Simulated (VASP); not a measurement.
Set up this calculation in VASP 6.6.1, as the native input.

- Task: single point
- Functional: PBE
- Potentials or basis: VASP PAW PBE potentials, release 64 (Cd, S)
- Cutoff: 520 eV
- k mesh: 6 × 6 × 6, shifted
- Occupations: gaussian, width 0.02 eV
- Spin: no spin polarisation
- Dipole correction: no
- Further INCAR settings: ALGO = Normal; EDIFF = 1e-06; NBANDS = 46

The structure of CdS lies in POSCAR:

```
CdS
1.0
   -4.0423742092      4.0423742092      4.0423742092
    4.0423742092     -4.0423742092      4.0423742092
    4.0423742092      4.0423742092     -4.0423742092
Cd S
4 4
Direct
    0.3214674958      0.3214674958      0.3214674958
    0.0000000000      0.0000000000      0.6785325042
    0.0000000000      0.6785325042      0.0000000000
    0.6785325042      0.0000000000      0.0000000000
    0.6738324858      0.6738324858      0.6738324858
    0.0000000000      0.0000000000      0.3261675142
    0.0000000000      0.3261675142      0.0000000000
    0.3261675142      0.0000000000      0.0000000000
```

The input as run:

INCAR

```
PREC = Accurate
ENCUT = 520
EDIFF = 1E-6
ISMEAR = 0
SIGMA = 0.02
LREAL = False
LASPH = True
NELM = 80
ALGO = Normal
ISIF = 2
LWAVE = False
LCHARG = False
GGA = PE
NBANDS = 46
```

KPOINTS

```
Automatic mesh
0
Gamma
  6 6 6
  0.5 0.5 0.5
```

Potentials or basis: VASP PAW PBE potentials, release 64 (Cd, S).

Run with:

```bash
$ cat potpaw_PBE.64/Cd/POTCAR potpaw_PBE.64/S/POTCAR > POTCAR
$ mpirun -np 1 vasp_std > vasp.out
```

It gave:

```json
{
  "Pressure": "0.2 GPa",
  "Largest force": "0.010 eV/Å",
  "Band gap on the k mesh": "1.81 eV (least direct gap 1.85 eV)"
}
```

Caveat: a shifted mesh leaves out Γ, where band edges can lie.

Wall time 2.3 min on 1 thread of Intel(R) Xeon(R) Platinum 8488C (Sapphire Rapids), with other jobs on the host, peak memory 0.46 GiB.
